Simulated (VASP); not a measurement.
# InP (Fm-3m) in VASP: relaxation of cell and atoms with PBEsol

Aim: the relaxation of cell and atoms of InP with PBEsol.

Program: VASP 6.6.1. These are calculated values, not measurements. Logs are shortened: lines on timing, memory, paths and dates and some standing lists are left out, and cuts for length are marked.

### Step 1. The cell of the first run

The structure is cubic, space group Fm-3m (No. 225). Conventional cell: a = 5.462 Å, b = 5.462 Å, c = 5.462 Å, α = 90.00°, β = 90.00°, γ = 90.00°. In (site symmetry m-3m) has 6 P at 2.73 Å within 3.6 Å. Within 3.6 Å of P (site symmetry m-3m) lie 6 In at 2.73 Å.

### Step 2. Relaxation of cell and atoms, PBEsol, target pressure -3 GPa, at which the enthalpy is minimised

INCAR

```
SYSTEM = InP
ALGO = Normal
EDIFF = 1E-6
EDIFFG = -0.001
ENCUT = 600
GGA = PS
IBRION = 2
ISIF = 3
ISMEAR = -1
LASPH = .TRUE.
LCHARG = .FALSE.
LREAL = .FALSE.
LWAVE = .FALSE.
NELM = 60
NSW = 80
PREC = Accurate
PSTRESS = -30.0
SIGMA = 0.15
```

KPOINTS

```
k-points
0
G
  14 14 14
  0 0 0
```

POSCAR

```
InP
1.0
    0.0000000000      2.7310715423      2.7310715423
    2.7310715423      0.0000000000      2.7310715423
    2.7310715423      2.7310715423      0.0000000000
In P
1 1
Direct
    0.0000000000      0.0000000000      0.0000000000
    0.5000000000      0.5000000000      0.5000000000
```

Potentials or basis: VASP PAW PBE potentials, release 64 (In_d, P).

Launch:

```
$ cat potpaw_PBE.64/In_d/POTCAR potpaw_PBE.64/P/POTCAR > POTCAR
$ mpirun -np 1 vasp_std > vasp.out
```

OUTCAR:

```text
SYSTEM = InP
   EDIFF = 1E-6
   EDIFFG = -0.001
   ENCUT = 600
   GGA = PS
   IBRION = 2
   ISIF = 3
   ISMEAR = -1
   LASPH = .TRUE.
   LREAL = .FALSE.
   NELM = 60
   NSW = 80
   PREC = Accurate
   PSTRESS = -30.0

 ion  position               nearest neighbor table
   1  0.000  0.000  0.000-   2 2.73   2 2.73   2 2.73   2 2.73   2 2.73   2 2.73
   2  0.500  0.500  0.500-   1 2.73   1 2.73   1 2.73   1 2.73   1 2.73   1 2.73

  LATTYP: Found a face centered cubic cell.
 ALAT       =     5.4621430846

  Lattice vectors:

 A1 = (   0.0000000000,   2.7310715423,   2.7310715423)
 A2 = (   2.7310715423,   0.0000000000,   2.7310715423)
 A3 = (   2.7310715423,   2.7310715423,   0.0000000000)

Analysis of symmetry for initial positions (statically):
=====================================================================
 Subroutine PRICEL returns:
 Original cell was already a primitive cell.

 Routine SETGRP: Setting up the symmetry group for a
 face centered cubic supercell.

 Subroutine GETGRP returns: Found 48 space group operations
 (whereof 48 operations were pure point group operations)
 out of a pool of 48 trial point group operations.

The static configuration has the point symmetry O_h .

Analysis of symmetry for dynamics (positions and initial velocities):
=====================================================================
 Subroutine PRICEL returns:
 Original cell was already a primitive cell.

 Routine SETGRP: Setting up the symmetry group for a
 face centered cubic supercell.

 Subroutine GETGRP returns: Found 48 space group operations
 (whereof 48 operations were pure point group operations)
 out of a pool of 48 trial point group operations.

The dynamic configuration has the point symmetry O_h .

 Subroutine INISYM returns: Found 48 space group operations
 (whereof 48 operations are pure point group operations),
 and found     1 'primitive' translations

----------------------------------------------------------------------------------------

                                     Primitive cell

  volume of cell :      40.7408

  direct lattice vectors                    reciprocal lattice vectors
     0.000000000  2.731071542  2.731071542    -0.183078324  0.183078324  0.183078324
     2.731071542  0.000000000  2.731071542     0.183078324 -0.183078324  0.183078324
     2.731071542  2.731071542  0.000000000     0.183078324  0.183078324 -0.183078324

  length of vectors
     3.862318415  3.862318415  3.862318415     0.317100958  0.317100958  0.317100958

  position of ions in fractional coordinates (direct lattice)
     0.000000000  0.000000000  0.000000000
     0.500000000  0.500000000  0.500000000

  ion indices of the primitive-cell ions
   primitive index   ion index
                 1           1
                 2           2

----------------------------------------------------------------------------------------

 KPOINTS: k-points

Automatic generation of k-mesh.
 Grid dimensions read from file:
 generate k-points for:   14   14   14

 Generating k-lattice:

  Cartesian coordinates                     Fractional coordinates (reciprocal lattice)
    -0.013077023  0.013077023  0.013077023     0.071428571  0.000000000  0.000000000
     0.013077023 -0.013077023  0.013077023     0.000000000  0.071428571  0.000000000
     0.013077023  0.013077023 -0.013077023     0.000000000  0.000000000  0.071428571

  Length of vectors
     0.022650068  0.022650068  0.022650068

  Shift w.r.t. Gamma in fractional coordinates (k-lattice)
     0.000000000  0.000000000  0.000000000

 Subroutine IBZKPT returns following result:
 ===========================================

 Found    104 irreducible k-points:

 Following reciprocal coordinates:
            Coordinates               Weight
  0.000000  0.000000  0.000000      1.000000
  0.071429  0.000000  0.000000      8.000000
  0.142857  0.000000  0.000000      8.000000
  0.214286  0.000000  0.000000      8.000000
  0.285714  0.000000  0.000000      8.000000
  0.357143  0.000000  0.000000      8.000000
[... 16 lines left out ...]
  0.214286  0.142857  0.000000     24.000000
  0.285714  0.142857  0.000000     24.000000
 [... further k-points ...]
   k-points           NKPTS =    104   k-points in BZ     NKDIM =    104   number of bands    NBANDS=     13
   number of dos      NEDOS =    301   number of ions     NIONS =      2
   total plane-waves  NPLWV =  32768
   dimension x,y,z NGX =    32 NGY =   32 NGZ =   32
   dimension x,y,z NGXF=    64 NGYF=   64 NGZF=   64
   ions per type =               1   1
   NGX,Y,Z   is equivalent  to a cutoff of  13.77, 13.77, 13.77 a.u.
   NGXF,Y,Z  is equivalent  to a cutoff of  27.55, 27.55, 27.55 a.u.
 SYSTEM =  InP
   PREC   = accura    normal or accurate (medium, high low for compatibility)
   ISTART =      0    job   : 0-new  1-cont  2-samecut
   ICHARG =      2    charge: 1-file 2-atom 10-const
   ISPIN  =      1    spin polarized calculation?
   LNONCOLLINEAR =      F non collinear calculations
   LSORBIT =      F    spin-orbit coupling
   LASPH  =      T    aspherical Exc in radial PAW
   ENCUT  =  600.0 eV  44.10 Ry    6.64 a.u.   7.71  7.71  7.71*2*pi/ulx,y,z
   NELM   =     60;   NELMIN=  2; NELMDL= -5     # of ELM steps
   EDIFF  = 0.1E-05   stopping-criterion for ELM
   LREAL  =      F    real-space projection
   EDIFFG = -.1E-02   stopping-criterion for IOM
   NSW    =     80    number of steps for IOM
   IBRION =      2    ionic relax: 0-MD 1-quasi-New 2-CG
   NFREE  =      1    steps in history (QN), initial steepest desc. (CG)
   ISIF   =      3    stress and relaxation
   ISYM   =      2    0-nonsym 1-usesym 2-fastsym
   POTIM  = 0.5000    time-step for ionic-motion
   TEBEG  =    0.0;   TEEND  =   0.0 temperature during run
   PSTRESS=  -30.0 pullay stress
   NELECT =      18.0000    total number of electrons
   NUPDOWN=      -1.0000    fix difference up-down
   EMIN   =  10.00;   EMAX   =-10.00  energy-range for DOS
   EFERMI =   0.00;   METHOD = LEGACY
   ISMEAR =    -1;   SIGMA  =   0.15  broadening in eV -4-tet -1-fermi 0-gaus
   EFERMI_NEDOS =   21; number of points for ismear=-14 and -15
   IALGO  =     38    algorithm
   IMIX   =      4    mixing-type and parameters
     AMIX     =   0.40;   BMIX     =  1.00
     AMIX_MAG =   1.60;   BMIX_MAG =  1.00
  volume/ion in A,a.u.               =      20.37       137.47
  Fermi-wavevector in a.u.,A,eV,Ry     =   1.246874  2.356250 21.152909  1.554695
  Thomas-Fermi vector in A             =   2.381032
   LORBIT       =      0    0 simple, 1 ext, 2 COOP (PROOUT), +10 PAW based schemes
   GGA     = PS    functional components
   LHFCALC =     F    Hartree Fock is set to
   AEXX    =    0.0000 exact exchange contribution
   IVDW    =     0    specifies the selected vdW correction
   LEPSILON=     F    determine dielectric tensor
   LRPA    =     F    only Hartree local field effects (RPA)
 conjugate gradient relaxation of ions
 non-spin polarized calculation
  energy-cutoff  :      600.00
  volume of cell :       40.74
 maximum number of plane-waves:      1381
   NGX = 15   NGY = 15   NGZ = 15

--------------------------------------- Ionic step        1  -------------------------------------------

 number of electron      17.9999997 magnetization

 Free energy of the ion-electron system (eV)
  ---------------------------------------------------
  ext. energy  EPLUGINS =         0.00000000
  ---------------------------------------------------
  free energy    TOTEN  =        -8.83101231 eV

  energy without entropy =       -8.76333305  energy(sigma->0) =       -8.79717268

------------------------ aborting loop because EDIFF is reached ----------------------------------------

  FORCE on cell =-STRESS in cart. coord.  units (eV):
  Direction    XX          YY          ZZ          XY          YZ          ZX
  --------------------------------------------------------------------------------------
  -------------------------------------------------------------------------------------
  Total        0.0184714      0.0184714      0.0184714      0.0000000      0.0000000      0.0000000
  in kB        0.7264094      0.7264094      0.7264094      0.0000000      0.0000000      0.0000000
  external PRESSURE =      30.7264094 kB  Pullay stress =     -30.0000000 kB

 VOLUME and BASIS-vectors are now :
 -----------------------------------------------------------------------------
  energy-cutoff  :      600.00
  volume of cell :       40.74
      direct lattice vectors                 reciprocal lattice vectors
     0.000000000  2.731071542  2.731071542    -0.183078324  0.183078324  0.183078324
     2.731071542  0.000000000  2.731071542     0.183078324 -0.183078324  0.183078324
     2.731071542  2.731071542  0.000000000     0.183078324  0.183078324 -0.183078324
[... 122 lines left out ...]
  FREE ENERGIE OF THE ION-ELECTRON SYSTEM (eV)
  ---------------------------------------------------
  free  energy   TOTEN  =        -8.8144515902 eV

  energy  without entropy=       -8.7435628745  energy(sigma->0) =       -8.77900723

  enthalpy is  TOTEN    =        -9.6093608637 eV   P V=       -0.7949092735

--------------------------------------- Ionic step        5  -------------------------------------------

 number of electron      17.9999997 magnetization

 Free energy of the ion-electron system (eV)
  ---------------------------------------------------
  ext. energy  EPLUGINS =         0.00000000
  ---------------------------------------------------
  free energy    TOTEN  =        -8.81513290 eV

  energy without entropy =       -8.74431011  energy(sigma->0) =       -8.77972151

 E-fermi :   6.9669     XC(G=0): -10.5561

 val. band max:        6.9639495189   @ k =   0.3571   0.0000   0.0000
 cond. band min:       6.9763680901   @ k =  -0.1429   0.0714   0.0000
 fundamental gap:      0.0124185711
 Fermi energy:         6.9669218032

 k-point     1 :       0.0000    0.0000    0.0000
  band No.  band energies     occupation
      1      -7.1925      2.00000
      2      -7.1925      2.00000
      3      -7.1709      2.00000
      4      -7.1709      2.00000
      5      -7.1709      2.00000
      6      -5.0982      2.00000
      7       6.6639      1.76575
      8       6.6639      1.76575
      9       6.6639      1.76575
     10       7.4160      0.09540
     11      14.0000      0.00000
     12      14.0000      0.00000
     13      14.0000      0.00000

 k-point     2 :       0.0714    0.0000    0.0000
  band No.  band energies     occupation
      1      -7.1948      2.00000
      2      -7.1948      2.00000
      3      -7.1710      2.00000
      4      -7.1676      2.00000
      5      -7.1676      2.00000
      6      -5.0341      2.00000
      7       5.8160      1.99907
      8       6.6742      1.75126
      9       6.6742      1.75126
     10       8.1678      0.00067
     11      13.5307      0.00000
[... 339 lines left out ...]
 k-point    24 :       0.2857    0.1429    0.0000
  band No.  band energies     occupation
      1      -7.2746      2.00000
      2      -7.1945      2.00000
      3      -7.1841      2.00000
      4      -7.1307      2.00000
      5      -7.1167      2.00000
      6      -4.1502      2.00000
      7       3.1500      2.00000
      8       5.9480      1.99776
      9       6.2329      1.98512
     10       9.1961      0.00000
     11      11.4109      0.00000
     12      12.5284      0.00000
     13      13.3506      0.00000

 [... further k-points ...]
[... 5 lines left out ...]
  --------------------------------------------------------------------------------------
  -------------------------------------------------------------------------------------
  Total       -0.7937726     -0.7937726     -0.7937726     -0.0000000     -0.0000000     -0.0000000
  in kB      -29.9826517    -29.9826517    -29.9826517     -0.0000000     -0.0000000     -0.0000000
  external PRESSURE =       0.0173483 kB  Pullay stress =     -30.0000000 kB

 VOLUME and BASIS-vectors are now :
 -----------------------------------------------------------------------------
  energy-cutoff  :      600.00
  volume of cell :       42.42
      direct lattice vectors                 reciprocal lattice vectors
     0.000000000  2.768017808  2.768017808    -0.180634676  0.180634676  0.180634676
     2.768017808  0.000000000  2.768017808     0.180634676 -0.180634676  0.180634676
     2.768017808  2.768017808  0.000000000     0.180634676  0.180634676 -0.180634676

 POSITION                                       TOTAL-FORCE (eV/Angst)
 -----------------------------------------------------------------------------------
      0.00000      0.00000      0.00000         0.000000     -0.000000     -0.000000
      2.76802      2.76802      2.76802        -0.000000      0.000000      0.000000
 -----------------------------------------------------------------------------------
    total drift:                                0.000000     -0.000000     -0.000000

  FREE ENERGIE OF THE ION-ELECTRON SYSTEM (eV)
  ---------------------------------------------------
  free  energy   TOTEN  =        -8.8151328985 eV

  energy  without entropy=       -8.7443101146  energy(sigma->0) =       -8.77972151

  enthalpy is  TOTEN    =        -9.6093647637 eV   P V=       -0.7942318652

 reached required accuracy - stopping structural energy minimisation
```

Run time: 3 min. Hardware: 1 thread of Intel Xeon 8259CL, shared host; peak memory 0.24 GiB.

What came out:

```
Free energy                                                : -8.8151 eV
Relaxed volume                                             : 21.21 Å³/atom
Relaxed cell                                               : a = 3.915 Å, b = 3.915 Å, c = 3.915 Å, α = 60.00°, β = 60.00°, γ = 60.00°
Space group after relaxing (to 0.1 Å)                      : Fm-3m (No. 225)
Energy change on relaxing (the run minimises the enthalpy) : +7.9 meV/atom
Ionic steps                                                : 5
Pressure after relaxing                                    : -3.0 GPa
Band gap on the k mesh                                     : zero (bands 9 and 10 overlap by 2.67 eV)
```

Step by step:
```tsv
step	energy change (eV)	largest force (eV/Å)	pressure (GPa)	volume (Å³)
1	0.0000	0.0000	0.07	40.74
2	0.0306	0.0000	-4.04	43.09
3	0.0159	0.0000	-2.99	42.42
4	0.0166	0.0000	-3.05	42.45
5	0.0159	0.0000	-3.00	42.42
```

Final structure:
```xyz
2
Lattice="0.0000 2.7680 2.7680 2.7680 0.0000 2.7680 2.7680 2.7680 0.0000" Properties=species:S:1:pos:R:3 pbc="T T T"
In    0.0000    0.0000    0.0000
P     2.7680    2.7680    2.7680
```

Caveat: the cell is relaxed towards a set pressure, so the run minimises the enthalpy, not the energy; the PAW data sets were made with another functional, which shifts forces and pressure a little; spin-orbit coupling is left out, which moves the levels of the heavy elements. Zero-point motion and thermal expansion aren't in these numbers.
